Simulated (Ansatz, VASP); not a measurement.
# Pb in VASP and in Ansatz

Contents of INCAR:

```
ALGO = Fast
EDIFF = 1E-6
EDIFFG = -0.05
ENCUT = 600
GGA = PE
IBRION = 2
ISIF = 3
ISMEAR = 0
LASPH = True
LCHARG = False
LREAL = False
LWAVE = False
NELM = 80
NSW = 80
PREC = Accurate
SIGMA = 0.1
```

File KPOINTS:

```
k-points
0
Gamma
  10 10 10
```

Contents of POSCAR:

```
Pb
1.0
   -1.5798850211      1.5798850211      1.4771218122
    1.5798850211     -1.5798850211      1.4771218122
    1.5798850211      1.5798850211     -1.4771218122
Pb
1
Direct
    0.0000000000      0.0000000000      0.0000000000
```

Input for Ansatz:

```yaml
crystal:
  lattice:
    - [-1.5798850211, 1.5798850211, 1.4771218122]
    - [1.5798850211, -1.5798850211, 1.4771218122]
    - [1.5798850211, 1.5798850211, -1.4771218122]
  atoms:
    - { symbol: Pb, position: [0.0, 0.0, 0.0] }
basis:
  ecutwfc: 420
kpoints:
  mp_grid: { grid: [10, 10, 10] }
hamiltonian:
  xc: pbe
scf:
  occupations: { method: gaussian, width: 0.1 }
output:
  forces: true
  stress: true
  eigenvalues: true
relax:
  adjacent_minimum: "off"
  f_tol: 0.05
  max_steps: 60
  cell: { stress_tol: 0.5 }
```

Alike in both runs: task relaxation of cell and atoms; functional PBE; k mesh 10 × 10 × 10; occupations gaussian, width 0.1 eV; no spin polarisation.

|  | VASP | Ansatz |
| --- | --- | --- |
| version | VASP 6.6.1 | Ansatz 0.2.0 |
| potentials or method | VASP PAW PBE potentials, release 64 (Pb_d), cutoff 600 eV | scalar-relativistic, plane waves, PAW |
| valence electrons in the cell | 14 | 14 |

Ansatz gave:

- gap on the k mesh at the Fermi level, each at its own relaxed structure (eV): none
- relaxed volume (Å³/atom): 32.05
- relaxed length of the cell vector where the two differ most in proportion (Å): 3.489

Question: Which values does VASP return?

Answer: gap on the k mesh at the Fermi level, each at its own relaxed structure (eV): none; relaxed volume (Å³/atom): 31.70; relaxed length of the cell vector where the two differ most in proportion (Å): 3.475.

A gap of «none» marks a metal or a gap that the smearing closes.

Spin-orbit coupling is off throughout. Noted on VASP's run: the volume moved by over 15 % at a fixed basis, so the end points are rough.
